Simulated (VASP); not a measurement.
# N (P4_2/mnm) in VASP: a series of runs

N is run at these levels: PBEsol; tasks: single point, relaxation of cell and atoms.

Everything below comes from runs of VASP 6.6.1. Logs are shortened: lines on timing, memory, paths and dates and some standing lists are left out, and cuts for length are marked.

**1. The cell of the first run**

Symmetry: P4_2/mnm, No. 136, tetragonal system. Conventional cell: a = 4.432 Å, b = 4.432 Å, c = 5.754 Å, α = 90.00°, β = 90.00°, γ = 90.00°. N (site symmetry m2m) has 1 N at 1.10 Å within 1.5 Å.

**2. Single point, PBEsol**

Contents of INCAR:

```
  ALGO = Normal
  EDIFF = 1E-7
  ENCUT = 520
  GGA = PS
  ISIF = 2
  ISMEAR = -1
  LASPH = T
  LCHARG = F
  LREAL = F
  LWAVE = F
  NBANDS = 18
  NELM = 60
  PREC = Accurate
  SIGMA = 0.1
```

Contents of KPOINTS:

```
k-points
0
Gamma
  10 10 8
```

Contents of POSCAR:

```
N
1.0
    4.4319577734      0.0000000000      0.0000000000
    0.0000000000      4.4319577734      0.0000000000
    0.0000000000      0.0000000000      5.7540845631
N
4
Direct
    0.9122658589      0.9122658589      0.0000000000
    0.5877341411      0.4122658589      0.5000000000
    0.0877341411      0.0877341411      0.0000000000
    0.4122658589      0.5877341411      0.5000000000
```

Potentials or basis: VASP PAW PBE potentials, release 64 (N).

The run is started by

```sh
$ cat potpaw_PBE.64/N/POTCAR > POTCAR
$ mpirun -np 1 vasp_std > vasp.out
```

OUTCAR:

```text
EDIFF = 1E-7
   ENCUT = 520
   GGA = PS
   ISIF = 2
   ISMEAR = -1
   LASPH = T
   LREAL = F
   NELM = 60
   PREC = Accurate

 ion  position               nearest neighbor table
   1  0.912  0.912  0.000-   3 1.10
   2  0.588  0.412  0.500-   4 1.10
   3  0.088  0.088  0.000-   1 1.10
   4  0.412  0.588  0.500-   2 1.10

  LATTYP: Found a simple tetragonal cell.
 ALAT       =     4.4319577734
 C/A-ratio  =     1.2983166486

  Lattice vectors:

 A1 = (   4.4319577734,   0.0000000000,   0.0000000000)
 A2 = (   0.0000000000,   4.4319577734,   0.0000000000)
 A3 = (   0.0000000000,   0.0000000000,   5.7540845631)

Analysis of symmetry for initial positions (statically):
=====================================================================
 Subroutine PRICEL returns:
 Original cell was already a primitive cell.

 Routine SETGRP: Setting up the symmetry group for a
 simple tetragonal supercell.

 Subroutine GETGRP returns: Found 16 space group operations
 (whereof  8 operations were pure point group operations)
 out of a pool of 16 trial point group operations.

The static configuration has the point symmetry D_2h.
 The point group associated with its full space group is D_4h.

Analysis of symmetry for dynamics (positions and initial velocities):
=====================================================================
 Subroutine PRICEL returns:
 Original cell was already a primitive cell.

 Routine SETGRP: Setting up the symmetry group for a
 simple tetragonal supercell.

 Subroutine GETGRP returns: Found 16 space group operations
 (whereof  8 operations were pure point group operations)
 out of a pool of 16 trial point group operations.

The dynamic configuration has the point symmetry D_2h.
 The point group associated with its full space group is D_4h.

 Subroutine INISYM returns: Found 16 space group operations
 (whereof  8 operations are pure point group operations),
 and found     1 'primitive' translations

----------------------------------------------------------------------------------------

                                     Primitive cell

  volume of cell :     113.0232

  direct lattice vectors                    reciprocal lattice vectors
     4.431957773  0.000000000  0.000000000     0.225633919  0.000000000  0.000000000
     0.000000000  4.431957773  0.000000000     0.000000000  0.225633919  0.000000000
     0.000000000  0.000000000  5.754084563     0.000000000  0.000000000  0.173789591

  length of vectors
     4.431957773  4.431957773  5.754084563     0.225633919  0.225633919  0.173789591

  position of ions in fractional coordinates (direct lattice)
     0.912265859  0.912265859  0.000000000
     0.587734141  0.412265859  0.500000000
     0.087734141  0.087734141  0.000000000
     0.412265859  0.587734141  0.500000000

  ion indices of the primitive-cell ions
   primitive index   ion index
                 1           1
                 2           2
                 3           3
                 4           4

----------------------------------------------------------------------------------------

 KPOINTS: k-points

Automatic generation of k-mesh.
 Grid dimensions read from file:
 generate k-points for:   10   10    8

 Generating k-lattice:

  Cartesian coordinates                     Fractional coordinates (reciprocal lattice)
     0.022563392  0.000000000  0.000000000     0.100000000  0.000000000  0.000000000
     0.000000000  0.022563392  0.000000000     0.000000000  0.100000000  0.000000000
     0.000000000  0.000000000  0.021723699     0.000000000  0.000000000  0.125000000

  Length of vectors
     0.022563392  0.022563392  0.021723699

  Shift w.r.t. Gamma in fractional coordinates (k-lattice)
     0.000000000  0.000000000  0.000000000

 Subroutine IBZKPT returns following result:
 ===========================================

 Found    105 irreducible k-points:

 Following reciprocal coordinates:
            Coordinates               Weight
  0.000000  0.000000  0.000000      1.000000
  0.100000  0.000000  0.000000      4.000000
  0.200000  0.000000  0.000000      4.000000
  0.300000  0.000000  0.000000      4.000000
  0.400000  0.000000  0.000000      4.000000
  0.500000  0.000000  0.000000      2.000000
[... 16 lines left out ...]
  0.100000  0.000000  0.125000      8.000000
  0.200000  0.000000  0.125000      8.000000
 [... further k-points ...]
   k-points           NKPTS =    105   k-points in BZ     NKDIM =    105   number of bands    NBANDS=     18
   number of dos      NEDOS =    301   number of ions     NIONS =      4
   total plane-waves  NPLWV =  62208
   dimension x,y,z NGX =    36 NGY =   36 NGZ =   48
   dimension x,y,z NGXF=    72 NGYF=   72 NGZF=   96
   ions per type =               4
   NGX,Y,Z   is equivalent  to a cutoff of  13.50, 13.50, 13.87 a.u.
   NGXF,Y,Z  is equivalent  to a cutoff of  27.01, 27.01, 27.74 a.u.
 SYSTEM =  unknown system
[... 96 lines left out ...]
[... 10 lines left out ...]
     17       6.1450      0.00000
     18       8.0126      0.00000

 k-point     4 :       0.3000    0.0000    0.0000
  band No.  band energies     occupation
      1     -25.5785      2.00000
      2     -25.5639      2.00000
      3     -10.5862      2.00000
      4     -10.5842      2.00000
      5      -9.0027      2.00000
      6      -8.8817      2.00000
[... 10 lines left out ...]
     17       6.4539      0.00000
     18       7.6921      0.00000

 k-point     5 :       0.4000    0.0000    0.0000
  band No.  band energies     occupation
      1     -25.5741      2.00000
      2     -25.5663      2.00000
      3     -10.6151      2.00000
      4     -10.6137      2.00000
      5      -8.9484      2.00000
      6      -8.8976      2.00000
[... 10 lines left out ...]
     17       6.8724      0.00000
     18       7.7277      0.00000

 k-point     6 :       0.5000    0.0000    0.0000
  band No.  band energies     occupation
      1     -25.5698      2.00000
      2     -25.5698      2.00000
      3     -10.6256      2.00000
      4     -10.6256      2.00000
      5      -8.8948      2.00000
      6      -8.8948      2.00000
[... 10 lines left out ...]
     17       7.3916      0.00000
     18       7.3916      0.00000

 k-point     7 :       0.1000    0.1000    0.0000
  band No.  band energies     occupation
      1     -25.5846      2.00000
      2     -25.5620      2.00000
      3     -10.5326      2.00000
      4     -10.5293      2.00000
      5      -9.0672      2.00000
      6      -8.8253      2.00000
[... 10 lines left out ...]
     17       6.0189      0.00000
     18       8.4676      0.00000

 k-point     8 :       0.2000    0.1000    0.0000
  band No.  band energies     occupation
      1     -25.5818      2.00000
      2     -25.5627      2.00000
      3     -10.5622      2.00000
      4     -10.5567      2.00000
      5      -9.0387      2.00000
      6      -8.8610      2.00000
[... 10 lines left out ...]
     17       6.2083      0.00000
     18       7.8837      0.00000
[... 229 lines left out ...]
     17       5.9599      0.00000
     18       6.3080      0.00000

 k-point    20 :       0.5000    0.4000    0.0000
  band No.  band energies     occupation
      1     -25.5660      2.00000
      2     -25.5660      2.00000
      3     -10.7064      2.00000
      4     -10.7064      2.00000
      5      -8.9676      2.00000
      6      -8.9676      2.00000
[... 10 lines left out ...]
     17       5.9705      0.00000
     18       5.9705      0.00000

 k-point    21 :       0.5000    0.5000    0.0000
  band No.  band energies     occupation
      1     -25.5656      2.00000
      2     -25.5656      2.00000
      3     -10.7151      2.00000
      4     -10.7151      2.00000
      5      -8.9735      2.00000
      6      -8.9735      2.00000
[... 10 lines left out ...]
     17       5.7076      0.00000
     18       5.7076      0.00000

 k-point    22 :       0.0000    0.0000    0.1250
  band No.  band energies     occupation
      1     -25.5857      2.00000
      2     -25.5626      2.00000
      3     -10.5086      2.00000
      4     -10.5086      2.00000
      5      -9.0799      2.00000
      6      -8.7917      2.00000
[... 10 lines left out ...]
     17       6.3270      0.00000
     18       9.3083      0.00000

 k-point    23 :       0.1000    0.0000    0.1250
  band No.  band energies     occupation
      1     -25.5847      2.00000
      2     -25.5627      2.00000
      3     -10.5201      2.00000
      4     -10.5196      2.00000
      5      -9.0701      2.00000
      6      -8.8168      2.00000
[... 10 lines left out ...]
     17       6.3240      0.00000
     18       8.7291      0.00000

 k-point    24 :       0.2000    0.0000    0.1250
  band No.  band energies     occupation
      1     -25.5819      2.00000
      2     -25.5633      2.00000
      3     -10.5500      2.00000
      4     -10.5485      2.00000
      5      -9.0424      2.00000
      6      -8.8602      2.00000
[... 10 lines left out ...]
     17       6.3211      0.00000
     18       8.1286      0.00000

 [... further k-points ...]
[... 5 lines left out ...]
  --------------------------------------------------------------------------------------
  -------------------------------------------------------------------------------------
  Total        1.9210456      1.9210456     -0.1098204     -0.0000000      0.0000000      0.0000000
  in kB       27.2320777     27.2320777     -1.5567758     -0.0000000      0.0000000      0.0000000
  external PRESSURE =      17.6357932 kB  Pullay stress =       0.0000000 kB

 VOLUME and BASIS-vectors are now :
 -----------------------------------------------------------------------------
  energy-cutoff  :      520.00
  volume of cell :      113.02
      direct lattice vectors                 reciprocal lattice vectors
     4.431957773  0.000000000  0.000000000     0.225633919  0.000000000  0.000000000
     0.000000000  4.431957773  0.000000000     0.000000000  0.225633919  0.000000000
     0.000000000  0.000000000  5.754084563     0.000000000  0.000000000  0.173789591

 POSITION                                       TOTAL-FORCE (eV/Angst)
 -----------------------------------------------------------------------------------
      4.04312      4.04312      0.00000        -1.323044     -1.323044      0.000000
      2.60481      1.82714      2.87704         1.323044     -1.323044      0.000000
      0.38883      0.38883      0.00000         1.323044      1.323044     -0.000000
      1.82714      2.60481      2.87704        -1.323044      1.323044     -0.000000
 -----------------------------------------------------------------------------------
    total drift:                               -0.000000      0.000000     -0.000000

  FREE ENERGIE OF THE ION-ELECTRON SYSTEM (eV)
  ---------------------------------------------------
  free  energy   TOTEN  =       -34.1400984898 eV

  energy  without entropy=      -34.1400984897  energy(sigma->0) =      -34.14009849
```

It took 74 s on 1 thread of AMD EPYC 9R45 (Zen 5), shared host; peak memory 0.28 GiB.

What came out:

| Item | Value |
| --- | --- |
| Free energy | -34.1401 eV |
| Pressure | 1.8 GPa |
| Largest force | 1.871 eV/Å |
| Band gap on the k mesh | 7.33 eV (least direct gap 7.42 eV) |

Forces in eV/Å, atoms in the order of the input:
```
N   -1.323 -1.323  0.000
N    1.323 -1.323  0.000
N    1.323  1.323  0.000
N   -1.323  1.323  0.000
```

Levels at points of the mesh, in eV from the valence-band top:
| k point | band 7 | band 8 | band 9 | band 10 | band 11 | band 12 | band 13 | band 14 |
| --- | --- | --- | --- | --- | --- | --- | --- | --- |
| (0.00, 0.00, 0.00) | -1.54 | -1.48 | -0.60 | -0.09 | 7.33 | 7.96 | 8.19 | 8.19 |
| (0.50, 0.00, 0.00) | -1.64 | -1.64 | -0.14 | -0.14 | 8.03 | 8.03 | 8.05 | 8.05 |
| (0.50, 0.50, 0.00) | -1.62 | -1.62 | -0.01 | -0.01 | 7.91 | 7.91 | 8.56 | 8.56 |
| (0.00, 0.00, 0.50) | -1.55 | -1.55 | -0.29 | -0.29 | 7.63 | 7.63 | 8.18 | 8.18 |
| (0.50, 0.00, 0.50) | -1.54 | -1.54 | -0.16 | -0.16 | 7.78 | 7.78 | 8.26 | 8.26 |
| (0.50, 0.50, 0.50) | -1.64 | -1.64 | 0.00 | 0.00 | 7.90 | 7.90 | 8.56 | 8.56 |

Caveat: the standard files for N, O and F lose accuracy on very short bonds; this functional lacks dispersion, which holds the molecules together, so the pressure and a relaxed volume are unreliable; the PAW data sets were made with another functional, which shifts forces and pressure a little; this functional lacks dispersion, which binds layers or chains, so the pressure and a relaxed spacing across them are unreliable.

**3. Relaxation of cell and atoms, PBEsol**

This run uses another cell than the first one, of 22.29 Å³/atom.

Contents of INCAR:

```
  ALGO = Normal
  EDIFF = 1E-7
  EDIFFG = -0.002
  ENCUT = 600
  GGA = PS
  IBRION = 2
  ISIF = 3
  ISMEAR = -1
  LASPH = T
  LCHARG = F
  LREAL = F
  LWAVE = F
  NELM = 60
  NSW = 100
  PREC = Accurate
  SIGMA = 0.1
```

KPOINTS is that of step 2.

Contents of POSCAR:

```
N
1.0
    4.0840619700      0.0000000000      0.0000000000
    0.0000000000      4.0840619700      0.0000000000
    0.0000000000      0.0000000000      5.3459132500
N
4
Direct
    0.9042752000      0.9042752000      0.0000000000
    0.5957248000      0.4042752000      0.5000000000
    0.0957248000      0.0957248000      0.0000000000
    0.4042752000      0.5957248000      0.5000000000
```

Potentials or basis: VASP PAW PBE potentials, release 64 (N).

The run is started by

```sh
$ cat potpaw_PBE.64/N/POTCAR > POTCAR
$ mpirun -np 1 vasp_std > vasp.out
```

Run time: 16 min. Hardware: 1 thread of AMD EPYC 9R45 (Zen 5), shared host; peak memory 0.28 GiB.

It converged, with:

| Property | Result |
| --- | --- |
| Free energy | -34.1594 eV |
| Relaxed volume | 23.85 Å³/atom |
| Relaxed cell | a = 4.105 Å, b = 4.105 Å, c = 5.662 Å, α = 90.00°, β = 90.00°, γ = 90.00° |
| Space group after relaxing (to 0.1 Å) | P4_2/mnm (No. 136) |
| Energy gained by relaxing | 1.8 meV/atom |
| Ionic steps | 39 |
| Pressure after relaxing | 0.0 GPa |
| Band gap on the k mesh | 6.89 eV (least direct gap 7.15 eV) |

Step by step:
```
step  energy change (eV)  largest force (eV/Å)  pressure (GPa)  volume (Å³)
   1              0.0000                0.7899            1.15        89.17
   2              0.8695                9.3066          -12.89        91.25
   3             -0.0039                0.1324           -0.06        89.29
   4             -0.0040                0.0255            0.08        89.27
   5             -0.0040                0.0075            0.10        89.27
   6             -0.0040                0.0056            0.12        89.27
   7             -0.0042                0.0030            0.11        89.42
   8             -0.0045                0.0062            0.09        89.89
   9             -0.0051                0.0231            0.05        90.83
  10             -0.0060                0.0522           -0.02        92.73
  11             -0.0067                0.0932           -0.12        96.60
  12             -0.0067                0.0130           -0.02        96.72
  13             -0.0067                0.0016            0.00        96.74
  14             -0.0067                0.0056            0.00        96.74
  15             -0.0067                0.0020           -0.01        96.74
  16             -0.0067                0.0054           -0.02        96.74
  17             -0.0067                0.0057           -0.01        96.74
  18             -0.0067                0.0060           -0.02        96.74
  19             -0.0067                0.0065           -0.01        96.74
  20             -0.0067                0.0075           -0.01        96.73
  21             -0.0067                0.0096           -0.02        96.72
  22             -0.0067                0.0135           -0.02        96.70
  23             -0.0068                0.0203           -0.03        96.65
  24             -0.0068                0.0348           -0.05        96.55
  25             -0.0068                0.0628           -0.08        96.36
  26             -0.0069                0.1151           -0.14        95.97
  27             -0.0069                0.1149           -0.14        95.97
  28             -0.0069                0.1144           -0.14        95.97
  29             -0.0069                0.1133           -0.14        95.96
  30             -0.0069                0.1111           -0.13        95.95
  31             -0.0069                0.1066           -0.12        95.92
  32             -0.0069                0.0964           -0.12        95.87
  33             -0.0070                0.0771           -0.09        95.77
  34             -0.0070                0.0377           -0.04        95.57
  35             -0.0070                0.0450            0.07        95.17
  36             -0.0070                0.0042            0.00        95.41
  37             -0.0070                0.0024            0.01        95.40
  38             -0.0070                0.0019            0.01        95.40
  39             -0.0070                0.0009            0.01        95.41
```

Final structure:
```
N
1.0
     4.10485    0.00000    0.00000
     0.00000    4.10485    0.00000
     0.00000    0.00000    5.66241
N
4
Direct
  0.90431 0.90431 0.00000
  0.59569 0.40431 0.50000
  0.09569 0.09569 0.00000
  0.40431 0.59569 0.50000
```

Levels at points of the mesh, in eV from the valence-band top:
| k point | band 6 | band 7 | band 8 | band 9 | band 10 | band 11 | band 12 | band 13 | band 14 |
| --- | --- | --- | --- | --- | --- | --- | --- | --- | --- |
| (0.00, 0.00, 0.00) | -1.47 | -1.47 | -1.42 | -0.90 | -0.26 | 6.89 | 7.58 | 8.02 | 8.02 |
| (0.50, 0.00, 0.00) | -1.66 | -1.65 | -1.65 | -0.24 | -0.24 | 7.80 | 7.80 | 7.82 | 7.82 |
| (0.50, 0.50, 0.00) | -1.82 | -1.62 | -1.62 | -0.02 | -0.02 | 7.59 | 7.59 | 8.55 | 8.55 |
| (0.00, 0.00, 0.50) | -1.81 | -1.47 | -1.47 | -0.47 | -0.47 | 7.22 | 7.22 | 8.02 | 8.02 |
| (0.50, 0.00, 0.50) | -1.77 | -1.50 | -1.50 | -0.27 | -0.27 | 7.51 | 7.51 | 8.07 | 8.07 |
| (0.50, 0.50, 0.50) | -1.85 | -1.64 | -1.64 | 0.00 | 0.00 | 7.62 | 7.62 | 8.55 | 8.55 |

Caveat: the standard files for N, O and F lose accuracy on very short bonds; this functional lacks dispersion, which holds the molecules together, so the pressure and a relaxed volume are unreliable; the PAW data sets were made with another functional, which shifts forces and pressure a little.
